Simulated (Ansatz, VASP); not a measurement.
# Sb in VASP and in Ansatz

```
Sb
1.0
     3.41280    0.00000    0.00000
     0.00000    3.41280    0.00000
     0.00000    0.00000    3.03360
Sb
1
Cartesian
  0.0000 0.0000 0.0000
```

Change from the starting cell: strain +0.080 along x and y, -0.040 along z, atoms carried along.

Alike in both runs: task single point; functional r2SCAN; k mesh 16 × 16 × 16; occupations gaussian, width 0.15 eV; no spin polarisation.

|  | VASP | Ansatz |
| --- | --- | --- |
| version | VASP 6.6.1 | Ansatz 0.2.0 |
| potentials or method | VASP PAW PBE potentials, release 64 (Sb), cutoff 520 eV | scalar-relativistic, plane waves, PAW |
| valence electrons in the cell | 5 | 15 |

```tsv
	VASP	Ansatz	Ansatz less VASP
gap on the k mesh at the Fermi level (eV)	none	none	-
pressure (GPa)	-6.3	-6.3	+0.02
traceless stress, the component that is largest in VASP (GPa)	5.81	5.79	-0.019
```

VASP's potentials were made for PBE, not for r2SCAN. A gap of «none» marks a metal or a gap that the smearing closes. The functional is the same, so the differences come from potentials, cutoffs and numerics. VASP's potentials hold 5 valence electrons a cell and Ansatz's 15, so a difference there can come from the potentials and not from the codes.

Spin-orbit coupling is off throughout.
